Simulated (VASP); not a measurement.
# PtSe2 (Sudovikovite) (P-3m1) in VASP: a series of runs, part 2 of 2

VASP 6.6.1.

### Step 3. Single point, r2SCAN

This run uses another cell than the first one, of 19.05 Å³/atom, 0.887 times its volume.

POSCAR

```
PtSe2
1.0
    3.6479786689      0.0000000000      0.0000000000
   -1.8239893344      3.1592421997      0.0000000000
    0.0000000000      0.0000000000      4.9586648823
Pt Se
1 2
Direct
    0.0000000000      0.0000000000      0.0000000000
    0.6666666667      0.3333333333      0.7500000000
    0.3333333333      0.6666666667      0.2500000000
```

INCAR.step1

```
SYSTEM = PtSe2
  PREC = Accurate
  ENCUT = 520
  ISMEAR = -1
  SIGMA = 0.05
  LREAL = .FALSE.
  LASPH = .TRUE.
  NELM = 80
  NBANDS = 18
  GGA = PE
  ALGO = Normal
  EDIFF = 1E-4
  LWAVE = .TRUE.
  LCHARG = .FALSE.
```

INCAR.step2

```
SYSTEM = PtSe2
  PREC = Accurate
  ENCUT = 520
  EDIFF = 1E-6
  ISMEAR = -1
  SIGMA = 0.05
  LREAL = .FALSE.
  LASPH = .TRUE.
  NELM = 80
  ALGO = Normal
  ISIF = 2
  LWAVE = .FALSE.
  LCHARG = .FALSE.
  METAGGA = R2SCAN
  LMIXTAU = .TRUE.
  NBANDS = 18
  ISTART = 1
```

KPOINTS

```
Automatic mesh
0
G
  8 8 5
  0 0 0
```

Potentials or basis: VASP PAW PBE potentials, release 64 (Pt, Se).

Run with:

```console
cat potpaw_PBE.64/Pt/POTCAR potpaw_PBE.64/Se/POTCAR > POTCAR
cp INCAR.step1 INCAR
mpirun -np 1 vasp_std > vasp.out
cp INCAR.step2 INCAR
mpirun -np 1 vasp_std > vasp.out
```

OUTCAR:

```text
SYSTEM = PtSe2
   PREC = Accurate
   ENCUT = 520
   EDIFF = 1E-6
   ISMEAR = -1
   LREAL = .FALSE.
   LASPH = .TRUE.
   NELM = 80
   ISIF = 2
   METAGGA = R2SCAN
   ISTART = 1

 ion  position               nearest neighbor table
   1  0.000  0.000  0.000-   2 2.44   3 2.44   3 2.44   2 2.44   2 2.44   3 2.44
   2  0.667  0.333  0.750-   1 2.44   1 2.44   1 2.44
   3  0.333  0.667  0.250-   1 2.44   1 2.44   1 2.44

  LATTYP: Found a hexagonal cell.
 ALAT       =     3.6479786689
 C/A-ratio  =     1.3592910848

  Lattice vectors:

 A1 = (   3.6479786689,   0.0000000000,   0.0000000000)
 A2 = (  -1.8239893344,   3.1592421997,   0.0000000000)
 A3 = (   0.0000000000,   0.0000000000,   4.9586648823)

Analysis of symmetry for initial positions (statically):
=====================================================================
 Subroutine PRICEL returns:
 Original cell was already a primitive cell.

 Routine SETGRP: Setting up the symmetry group for a
 hexagonal supercell.
[... 165 lines left out ...]
  free energy    TOTEN  =       -81.19889832 eV

  energy without entropy =      -81.19568753  energy(sigma->0) =      -81.19729293

 E-fermi :   7.3674     XC(G=0): -11.6000

 val. band max:        7.2862997389   @ k =   0.0000   0.1250   0.2000
 cond. band min:       7.4631301745   @ k =   0.3750   0.2500   0.0000
 fundamental gap:      0.1768304355
 Fermi energy:         7.3674192933

 k-point     1 :       0.0000    0.0000    0.0000
  band No.  band energies     occupation
      1      -9.7353      2.00000
      2      -6.3811      2.00000
      3      -0.8515      2.00000
      4      -0.1306      2.00000
      5      -0.1306      2.00000
      6       2.5623      2.00000
[... 481 lines left out ...]
      5       0.7221      2.00000
      6       1.5657      2.00000
[... 10 lines left out ...]
     17      16.3198      0.00000
     18      16.9779      0.00000

 [... further k-points ...]

------------------------ aborting loop because EDIFF is reached ----------------------------------------

  FORCE on cell =-STRESS in cart. coord.  units (eV):
  Direction    XX          YY          ZZ          XY          YZ          ZX
  --------------------------------------------------------------------------------------
  -------------------------------------------------------------------------------------
  Total        5.9560135      5.9560135      4.6800534      0.0000000      0.0000000     -0.0000000
  in kB      166.9807022    166.9807022    131.2083342      0.0000000      0.0000000     -0.0000000
  external PRESSURE =     155.0565796 kB  Pullay stress =       0.0000000 kB

 VOLUME and BASIS-vectors are now :
 -----------------------------------------------------------------------------
  energy-cutoff  :      520.00
  volume of cell :       57.15
      direct lattice vectors                 reciprocal lattice vectors
     3.647978669  0.000000000  0.000000000     0.274124410  0.158265802  0.000000000
    -1.823989334  3.159242200  0.000000000     0.000000000  0.316531604  0.000000000
     0.000000000  0.000000000  4.958664882     0.000000000  0.000000000  0.201667187

 POSITION                                       TOTAL-FORCE (eV/Angst)
 -----------------------------------------------------------------------------------
      0.00000      0.00000      0.00000         0.000000      0.000000     -0.000000
      1.82399      1.05308      3.71900         0.000000      0.000000     -1.265914
     -0.00000      2.10616      1.23967        -0.000000     -0.000000      1.265914
 -----------------------------------------------------------------------------------
    total drift:                               -0.000000     -0.000000     -0.000000

  FREE ENERGIE OF THE ION-ELECTRON SYSTEM (eV)
  ---------------------------------------------------
  free  energy   TOTEN  =       -81.1988983162 eV

  energy  without entropy=      -81.1956875348  energy(sigma->0) =      -81.19729293
```

OUTCAR.step1:

```text
SYSTEM = PtSe2
   PREC = Accurate
   ENCUT = 520
   ISMEAR = -1
   LREAL = .FALSE.
   LASPH = .TRUE.
[... 729 lines left out ...]
      0.00000      0.00000      0.00000         0.000000      0.000000      0.000000
      1.82399      1.05308      3.71900        -0.000000      0.000000     -1.485541
     -0.00000      2.10616      1.23967         0.000000      0.000000      1.485541
 -----------------------------------------------------------------------------------
    total drift:                               -0.000000     -0.000000     -0.000000

  FREE ENERGIE OF THE ION-ELECTRON SYSTEM (eV)
  ---------------------------------------------------
  free  energy   TOTEN  =       -13.9090002649 eV

  energy  without entropy=      -13.9034205825  energy(sigma->0) =      -13.90621042
```

OSZICAR.step1:

```text
N       E                     dE             d eps       ncg     rms          rms(c)
DAV:   1     0.116102641761E+03    0.11610E+03   -0.10334E+04  1440   0.109E+03
DAV:   2    -0.949648653213E+01   -0.12560E+03   -0.12112E+03  1742   0.218E+02
DAV:   3    -0.146703196706E+02   -0.51738E+01   -0.51296E+01  1728   0.440E+01
DAV:   4    -0.147111204356E+02   -0.40801E-01   -0.40779E-01  1718   0.422E+00
DAV:   5    -0.147115216012E+02   -0.40117E-03   -0.40115E-03  1756   0.414E-01    0.150E+01
DAV:   6    -0.140810028583E+02    0.63052E+00   -0.37914E+00  1488   0.182E+01    0.884E+00
DAV:   7    -0.139343844645E+02    0.14662E+00   -0.74279E-01  1482   0.842E+00    0.446E+00
DAV:   8    -0.139099914825E+02    0.24393E-01   -0.40765E-02  1580   0.181E+00    0.801E-01
DAV:   9    -0.139088243438E+02    0.11671E-02   -0.62960E-03  1718   0.705E-01    0.151E-01
DAV:  10    -0.139089895141E+02   -0.16517E-03   -0.63734E-04  1620   0.191E-01    0.534E-02
DAV:  11    -0.139090002649E+02   -0.10751E-04   -0.36920E-05   842   0.609E-02
   1 F= -.13909000E+02 E0= -.13906210E+02  d E =-.557968E-02
```

Wall time 68 s (1 thread of Intel Xeon 6975P-C (Granite Rapids), shared host); peak memory 0.2 GiB.

Results:

```
Free energy            : -81.1989 eV
Pressure               : 15.5 GPa
Largest force          : 1.266 eV/Å
Band gap on the k mesh : zero (band 11 reaches 7.63 eV, above the bottom of band 12 at 7.46 eV)
```

Forces on the atoms (eV/Å):
```
Pt   0.000  0.000  0.000
Se   0.000  0.000 -1.266
Se   0.000  0.000  1.266
```

Caveat: the PAW data sets were made with another functional, which shifts forces and pressure a little; spin-orbit coupling is left out, which moves the levels of the heavy elements.

### Step 4. Single point, r2SCAN

This run uses another cell than the first one, of 19.45 Å³/atom, 0.906 times its volume.

POSCAR

```
PtSe2
1.0
    3.6736695059      0.0000000000      0.0000000000
   -1.8368347530      3.1814911172      0.0000000000
    0.0000000000      0.0000000000      4.9935862081
Pt Se
1 2
Direct
    0.0000000000      0.0000000000      0.0000000000
    0.6666666667      0.3333333333      0.7500000000
    0.3333333333      0.6666666667      0.2500000000
```

INCAR.step1

```
PREC     = Accurate       # precision mode
ENCUT    = 520            # plane-wave cutoff, eV
ISMEAR   = -1             # smearing method
SIGMA    = 0.05           # smearing width, eV
LREAL    = F              # projectors in reciprocal space
LASPH    = T              # aspherical terms in the spheres
NELM     = 80             # most SCF steps
NBANDS   = 18             # bands
GGA      = PE             # functional
ALGO     = Normal         # electronic algorithm
EDIFF    = 1E-4           # SCF threshold, eV
LWAVE    = T              # write WAVECAR
LCHARG   = F              # write CHGCAR
```

INCAR.step2

```
PREC     = Accurate       # precision mode
ENCUT    = 520            # plane-wave cutoff, eV
EDIFF    = 1E-7           # SCF threshold, eV
ISMEAR   = -1             # smearing method
SIGMA    = 0.05           # smearing width, eV
LREAL    = F              # projectors in reciprocal space
LASPH    = T              # aspherical terms in the spheres
NELM     = 80             # most SCF steps
ALGO     = Normal         # electronic algorithm
ISIF     = 2              # what is computed and relaxed
LWAVE    = F              # write WAVECAR
LCHARG   = F              # write CHGCAR
METAGGA  = R2SCAN         # meta-GGA
LMIXTAU  = T            
NBANDS   = 18             # bands
ISTART   = 1
```

KPOINTS

```
Automatic mesh
0
Gamma
  8 8 5
```

Run with:

```console
cat potpaw_PBE.64/Pt/POTCAR potpaw_PBE.64/Se/POTCAR > POTCAR
cp INCAR.step1 INCAR
mpirun -np 1 vasp_std > vasp.out
cp INCAR.step2 INCAR
mpirun -np 1 vasp_std > vasp.out
```

Run time: 78 s. Hardware: 1 thread of Intel Xeon 6975P-C (Granite Rapids), shared host; peak memory 0.2 GiB.

The run converged. Its results:

```
Free energy            : -81.3017 eV
Pressure               : 11.6 GPa
Largest force          : 0.948 eV/Å
Band gap on the k mesh : zero (band 11 reaches 7.32 eV, above the bottom of band 12 at 7.15 eV)
```

Forces on the atoms (eV/Å):
```
Pt   0.000  0.000  0.000
Se   0.000  0.000 -0.948
Se   0.000  0.000  0.948
```

Stress tensor (GPa, compression positive):
```
12.34  0.00  0.00
 0.00 12.34  0.00
 0.00  0.00 10.12
```

Levels at points of the mesh, in eV from the Fermi level:
```csv
k point,band 7,band 8,band 9,band 10,band 11,band 12,band 13,band 14,band 15,band 16
"(0.00, 0.00, 0.00)",-4.65,-3.01,-1.36,-1.36,0.27,1.48,1.48,3.81,4.98,7.56
"(0.50, 0.00, 0.00)",-4.21,-4.11,-4.05,-3.99,-3.34,0.67,2.48,5.08,6.21,7.44
```

Caveat: the PAW data sets were made with another functional, which shifts forces and pressure a little; spin-orbit coupling is left out, which moves the levels of the heavy elements.

### Step 5. Single point, r2SCAN

This run uses another cell than the first one, of 19.86 Å³/atom, 0.925 times its volume.

POSCAR

```
PtSe2
1.0
    3.6990059583      0.0000000000      0.0000000000
   -1.8495029792      3.2034331287      0.0000000000
    0.0000000000      0.0000000000      5.0280258220
Pt Se
1 2
Direct
    0.0000000000      0.0000000000      0.0000000000
    0.6666666667      0.3333333333      0.7500000000
    0.3333333333      0.6666666667      0.2500000000
```

INCAR.step1

```
PREC = Accurate
ENCUT = 520
ISMEAR = -1
SIGMA = 0.05
LREAL = False
LASPH = True
NELM = 100
NBANDS = 18
GGA = PE
ALGO = Normal
EDIFF = 1E-4
LWAVE = True
LCHARG = False
```

INCAR.step2

```
PREC = Accurate
ENCUT = 520
EDIFF = 1E-7
ISMEAR = -1
SIGMA = 0.05
LREAL = False
LASPH = True
NELM = 100
ALGO = Normal
ISIF = 2
LWAVE = False
LCHARG = False
METAGGA = R2SCAN
LMIXTAU = True
NBANDS = 18
ISTART = 1
```

KPOINTS

```
regular mesh
0
Gamma
  8 8 5
```

Run with:

```console
cat potpaw_PBE.64/Pt/POTCAR potpaw_PBE.64/Se/POTCAR > POTCAR
cp INCAR.step1 INCAR
mpirun -np 1 vasp_std > vasp.out
cp INCAR.step2 INCAR
mpirun -np 1 vasp_std > vasp.out
```

Run time: 81 s. Hardware: 1 thread of Intel Xeon 6975P-C (Granite Rapids), shared host; peak memory 0.2 GiB.

It converged, with:

| Property | Result |
| --- | --- |
| Free energy | -81.3765 eV |
| Pressure | 8.1 GPa |
| Largest force | 0.657 eV/Å |
| Band gap on the k mesh | zero (band 11 reaches 7.01 eV, above the bottom of band 12 at 6.84 eV) |

Forces on the atoms (eV/Å):
```
Pt   0.000  0.000  0.000
Se   0.000  0.000 -0.657
Se   0.000  0.000  0.657
```

Stress tensor (GPa, compression positive):
```
8.45 0.00 0.00
0.00 8.45 0.00
0.00 0.00 7.44
```

Levels at points of the mesh, in eV from the Fermi level:
| k point | band 8 | band 9 | band 10 | band 11 | band 12 | band 13 | band 14 | band 15 |
| --- | --- | --- | --- | --- | --- | --- | --- | --- |
| (0.00, 0.00, 0.00) | -2.93 | -1.32 | -1.32 | 0.28 | 1.46 | 1.46 | 3.87 | 4.82 |
| (0.50, 0.00, 0.00) | -3.99 | -3.94 | -3.88 | -3.27 | 0.67 | 2.41 | 5.03 | 6.22 |

Caveat: the PAW data sets were made with another functional, which shifts forces and pressure a little; spin-orbit coupling is left out, which moves the levels of the heavy elements.

### Step 6. The runs side by side

```csv
level,cell,gap on the mesh (eV),pressure (GPa),largest force (eV/Å)
PBEsol+D4,"a = 3.797, b = 3.797, c = 5.161 Å, angles 90.0, 90.0, 120.0°, 3 atoms",none,-6.7,0.31
r2SCAN,"a = 3.648, b = 3.648, c = 4.959 Å, angles 90.0, 90.0, 120.0°, 3 atoms",none,15.5,1.27
r2SCAN,"a = 3.674, b = 3.674, c = 4.994 Å, angles 90.0, 90.0, 120.0°, 3 atoms",none,11.6,0.95
r2SCAN,"a = 3.699, b = 3.699, c = 5.028 Å, angles 90.0, 90.0, 120.0°, 3 atoms",none,8.1,0.66
```

Alike in all rows: task single point; potentials or basis VASP PAW PBE potentials, release 64 (Pt, Se); no spin polarisation; k mesh 8 × 8 × 5; cutoff (eV) 520; smearing fermi-dirac 0.05 eV.

Caveats: the PAW data sets were made with another functional, which shifts forces and pressure a little; spin-orbit coupling is left out, which moves the levels of the heavy elements; pairwise dispersion overbinds metals, which lowers pressure and volume (some runs).

Absolute energies hang on the potentials; compare differences alone.
